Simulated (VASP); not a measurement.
Here is a VASP 6.6.1 calculation.

File INCAR:

```
SYSTEM = Pb
PREC = Accurate ; ENCUT = 520
EDIFF = 1E-7 ; ISMEAR = 0
SIGMA = 0.1 ; LREAL = .FALSE.
LASPH = .TRUE. ; NELM = 100
ALGO = Normal ; ISIF = 2
LWAVE = .FALSE. ; LCHARG = .FALSE.
GGA = PE ; NBANDS = 21
```

File KPOINTS:

```
Automatic mesh
0
G
  15 15 8
  0 0 0
```

The input POSCAR:

```
Pb
1.0
    3.6125539169      0.0000000000      0.0000000000
   -1.8062769585      3.1285634645      0.0000000000
    0.0000000000      0.0000000000      5.9706231000
Pb
2
Direct
    0.3333333333      0.6666666667      0.2500000000
    0.6666666667      0.3333333333      0.7500000000
```

Potentials or basis: VASP PAW PBE potentials, release 64 (Pb_d).

Run with:

```bash
$ cat potpaw_PBE.64/Pb_d/POTCAR > POTCAR
$ mpirun -np 1 vasp_std > vasp.out
```

Q: Predict the pressure.

A: -2.1 GPa.

Q: What does it give for the band gap on the k mesh?

A: Zero (band 14 reaches 11.30 eV, above the bottom of band 15 at 4.40 eV).

Stress tensor (GPa, compression positive):
```
-2.07  0.00  0.00
 0.00 -2.07  0.00
 0.00  0.00 -2.17
```

Caveat: the cell differs from its parent crystal (strained); spin-orbit coupling is left out, which moves the levels of the heavy elements.
